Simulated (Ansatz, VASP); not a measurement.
**Two plane-wave programs on SbC2**

The input INCAR:

```
PREC = Accurate ; ENCUT = 520
EDIFF = 1E-7 ; ISMEAR = 0
SIGMA = 0.1 ; LREAL = False
LASPH = True ; NELM = 100
ALGO = Normal ; ISIF = 2
LWAVE = False ; LCHARG = False
GGA = PE ; NBANDS = 14
```

The input KPOINTS:

```
regular mesh
0
Gamma
  6 6 6
```

Contents of POSCAR:

```
SbC2
1.0
    0.0000000000      2.7610917431      2.7610917431
    2.7610917431      0.0000000000      2.7610917431
    2.7610917431      2.7610917431      0.0000000000
Sb C
1 2
Direct
    0.0000000000      0.0000000000      0.0000000000
    0.2500000000      0.2500000000      0.2500000000
    0.7500000000      0.7500000000      0.7500000000
```

Input for Ansatz:

```yaml
crystal:
  lattice:
    - [0.0, 2.7610917431, 2.7610917431]
    - [2.7610917431, 0.0, 2.7610917431]
    - [2.7610917431, 2.7610917431, 0.0]
  atoms:
    - { symbol: Sb, position: [0.0, 0.0, 0.0] }
    - { symbol: C, position: [0.25, 0.25, 0.25] }
    - { symbol: C, position: [0.75, 0.75, 0.75] }
basis:
  ecutwfc: 420
kpoints:
  mp_grid: { grid: [6, 6, 6] }
hamiltonian:
  xc: pbe
scf:
  occupations: { method: gaussian, width: 0.1 }
  lower_state_search: "off"
output:
  forces: true
  stress: true
  eigenvalues: true
```

Alike in both runs: task single point; functional PBE; k mesh 6 × 6 × 6; occupations gaussian, width 0.1 eV; no spin polarisation.

```csv
,VASP,Ansatz
version,VASP 6.6.1,Ansatz 0.2.0
potentials or method,"VASP PAW PBE potentials, release 64 (Sb, C), cutoff 520 eV","scalar-relativistic, plane waves, PAW"
valence electrons in the cell,13,23
```

|  | VASP | Ansatz | Ansatz less VASP |
| --- | --- | --- | --- |
| gap on the k mesh at the Fermi level (eV) | none | none | - |
| pressure (GPa) | -3.6 | -3.6 | +0.05 |

A gap of «none» marks a metal or a gap that the smearing closes. With one functional, cell and mesh, what is left measures potentials, basis and numerics. VASP's potentials hold 13 valence electrons a cell and Ansatz's 23, so a difference there can come from the potentials and not from the codes.

Spin-orbit coupling is off throughout.
